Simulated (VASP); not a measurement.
A run of VASP 6.6.1:

Contents of INCAR:

```
SYSTEM = CoO
PREC = Accurate
ENCUT = 520
EDIFF = 1E-6
ISMEAR = 0
SIGMA = 0.1
LREAL = .FALSE.
LASPH = .TRUE.
NELM = 150
ALGO = Normal
ISIF = 2
LWAVE = .FALSE.
LCHARG = .FALSE.
ISPIN = 2
MAGMOM = 2.74 0.38
LORBIT = 11
LMAXMIX = 4
GGA = PS
NBANDS = 18
```

Contents of KPOINTS:

```
regular mesh
0
G
  14 14 14
  0 0 0
```

The input POSCAR:

```
CoO
1.0
   -1.5080001529      1.5080001529      2.1072499549
    1.5080001529     -1.5080001529      2.1072499549
    1.5080001529      1.5080001529     -2.1072499549
Co O
1 1
Direct
    0.0000000000      0.0000000000      0.0000000000
    0.5000000000      0.5000000000      0.0000000000
```

Potentials or basis: VASP PAW PBE potentials, release 64 (Co, O).

Launch:

```bash
$ cat potpaw_PBE.64/Co/POTCAR potpaw_PBE.64/O/POTCAR > POTCAR
$ mpirun -np 1 vasp_std > vasp.out
```

Hardware: 1 thread of Intel(R) Xeon(R) 6975P-C (Granite Rapids), with other jobs on the host.

Q: Estimate the wall time of this run.

A: Wall time 67 s on 1 thread of Intel(R) Xeon(R) 6975P-C (Granite Rapids), on a shared host, peak memory 0.25 GiB. Counts: scf iterations 18, k points 244.
